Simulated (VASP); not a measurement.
Set up this calculation in VASP 6.6.1, as the native input.

- Task: electric field gradients
- Functional: r2SCAN
- Potentials or basis: VASP PAW PBE potentials, release 64 (C)
- Cutoff: 520 eV
- k mesh: 14 × 14 × 14
- Occupations: fermi-dirac, width 0.03 eV
- Spin: no spin polarisation
- Dipole correction: no
- Further INCAR settings: ALGO = Normal; EDIFF = 1e-08; NBANDS = 11

C:

```
CELL_PARAMETERS angstrom
0.00000 1.74434 1.74434
1.74434 0.00000 1.74434
1.74434 1.74434 0.00000
ATOMIC_POSITIONS crystal
C 0.00000 0.00000 0.00000
C 0.25000 0.25000 0.25000
```

This cell differs from its parent crystal: volume scaled by 0.9405.

These files were run (other wordings do the same):

POSCAR

```
C
1.0
    0.0000000000      1.7443373928      1.7443373928
    1.7443373928      0.0000000000      1.7443373928
    1.7443373928      1.7443373928      0.0000000000
C
2
Direct
    0.0000000000      0.0000000000      0.0000000000
    0.2500000000      0.2500000000      0.2500000000
```

INCAR.step1

```
SYSTEM = C
PREC     = Accurate       ! precision mode
ENCUT    = 520            ! plane-wave cutoff, eV
ISMEAR   = -1             ! smearing method
SIGMA    = 0.03           ! smearing width, eV
LREAL    = .False.        ! projectors in reciprocal space
LASPH    = .True.         ! aspherical terms in the spheres
NELM     = 100            ! most SCF steps
NBANDS   = 11             ! bands
GGA      = PE             ! functional
ALGO     = Normal         ! electronic algorithm
EDIFF    = 1E-4           ! SCF threshold, eV
LWAVE    = .True.         ! write WAVECAR
LCHARG   = .False.        ! write CHGCAR
```

INCAR.step2

```
SYSTEM = C
PREC     = Accurate       ! precision mode
ENCUT    = 520            ! plane-wave cutoff, eV
EDIFF    = 1E-8           ! SCF threshold, eV
ISMEAR   = -1             ! smearing method
SIGMA    = 0.03           ! smearing width, eV
LREAL    = .False.        ! projectors in reciprocal space
LASPH    = .True.         ! aspherical terms in the spheres
NELM     = 100            ! most SCF steps
ALGO     = Normal         ! electronic algorithm
ISIF     = 2              ! what is computed and relaxed
LWAVE    = .False.        ! write WAVECAR
LCHARG   = .False.        ! write CHGCAR
METAGGA  = R2SCAN         ! meta-GGA
LMIXTAU  = .True.       
LEFG     = .True.       
NBANDS   = 11             ! bands
ISTART   = 1
```

KPOINTS

```
regular mesh
0
Gamma
  14 14 14
  0 0 0
```

Potentials or basis: VASP PAW PBE potentials, release 64 (C).

Run with:

```sh
$ cat potpaw_PBE.64/C/POTCAR > POTCAR
$ cp INCAR.step1 INCAR
$ mpirun -np 1 vasp_std > vasp.out
$ cp INCAR.step2 INCAR
$ mpirun -np 1 vasp_std > vasp.out
```

It gave:

The pressure is 32.1 GPa and the band gap on the k mesh is 4.48 eV, indirect (least direct gap 6.02 eV).

Caveat: without QUAD_EFG the Cq values of the log hold for a quadrupole moment of 1 mb, not for the nuclei; the PAW data sets were made with another functional, which shifts forces and pressure a little.

Wall time 33 s on 1 thread of Intel Xeon 6975P-C (shared host), peak memory 0.12 GiB.
